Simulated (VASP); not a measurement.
## HfN: single point with PBE

Crystal: HfN.

```
Hf N
1.0
     0.00000    2.24770    2.25900
     2.27029    0.00000    2.25900
     2.27029    2.24770    0.00000
Hf N
1 1
Direct
  0.00000 0.00000 0.00000
  0.50000 0.50000 0.50000
```

This cell differs from its parent crystal: strain +0.0050 x Voigt [1, -1, 0, 0, 0, 0].

- Program: VASP 6.6.1
- Task: single point
- Functional: PBE
- Potentials or basis: VASP PAW PBE potentials, release 64 (Hf_pv, N)
- Cutoff: 520 eV
- k mesh: 18 × 18 × 18
- Occupations: gaussian, width 0.1 eV
- Spin: no spin polarisation
- Dipole correction: no
- Further INCAR settings: ALGO = Normal; EDIFF = 1e-06; NBANDS = 14

```yaml
Pressure: 3.1 GPa
```

Stress tensor (GPa, compression positive):
```
0.67 0.00 0.00
0.00 5.51 0.00
0.00 0.00 3.05
```

Levels at points of the mesh, in eV from the Fermi level:
| k point | band 6 | band 7 | band 8 | band 9 | band 10 | band 11 |
| --- | --- | --- | --- | --- | --- | --- |
| (0.00, 0.00, 0.00) | -3.02 | -3.00 | -0.40 | -0.34 | -0.29 | 1.70 |
| (0.50, 0.00, 0.00) | -6.18 | -6.18 | 3.28 | 3.68 | 3.74 | 4.43 |
| (0.50, 0.50, 0.00) | -3.80 | -3.71 | -3.67 | 4.09 | 5.46 | 5.60 |
| (0.50, 0.00, 0.50) | -3.82 | -3.73 | -3.70 | 4.10 | 5.49 | 5.57 |
| (0.00, 0.50, 0.50) | -3.79 | -3.68 | -3.66 | 4.10 | 5.49 | 5.56 |

Run time: 63 s on 1 thread of Intel(R) Xeon(R) 6975P-C (Granite Rapids), on a shared host, peak memory 0.39 GiB.

Caveat: the cell differs from its parent crystal (strain +0.0050 x Voigt [1, -1, 0, 0, 0, 0]); spin-orbit coupling is left out, which moves the levels of the heavy elements.
